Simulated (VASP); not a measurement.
Zr: single point with r2SCAN

Zr:

```
Zr
1.0
     3.28728    0.00000    0.00000
    -1.64364    2.84687    0.00000
     0.00000    0.00000    5.22523
Zr
2
Direct
  0.33333 0.66667 0.25000
  0.66667 0.33333 0.75000
```

- Program: VASP 6.6.1
- Task: single point
- Functional: r2SCAN
- Potentials or basis: VASP PAW PBE potentials, release 64 (Zr_sv)
- Cutoff: 520 eV
- k mesh: 18 × 18 × 10
- Occupations: fermi-dirac, width 0.1 eV
- Spin: no spin polarisation
- Dipole correction: no
- Further INCAR settings: ALGO = Normal; EDIFF = 1e-06; NBANDS = 19

```
Pressure               : -3.5 GPa
Band gap on the k mesh : zero (bands 12 and 13 overlap by 1.32 eV)
```

Stress tensor (GPa, compression positive):
```
-3.44  0.00  0.00
 0.00 -3.44  0.00
 0.00  0.00 -3.58
```

Levels at points of the mesh, in eV from the Fermi level:
```csv
k point,band 9,band 10,band 11,band 12,band 13,band 14,band 15,band 16
"(0.00, 0.00, 0.00)",-5.91,-3.05,0.88,0.98,0.98,1.15,1.68,1.68
"(0.50, 0.00, 0.00)",-2.57,-2.50,-2.09,-0.46,0.70,0.83,1.53,4.91
"(0.00, 0.00, 0.50)",-4.17,-4.17,0.06,0.06,0.90,0.90,0.90,0.90
"(0.50, 0.00, 0.50)",-2.84,-2.84,-0.98,-0.98,1.42,1.42,2.33,2.33
```

Wall time 11 min on 1 thread of Intel Xeon 8259CL, on a shared host, peak memory 0.3 GiB.

Caveat: the cell stands under tension; the PAW data sets were made with another functional, which shifts forces and pressure a little.
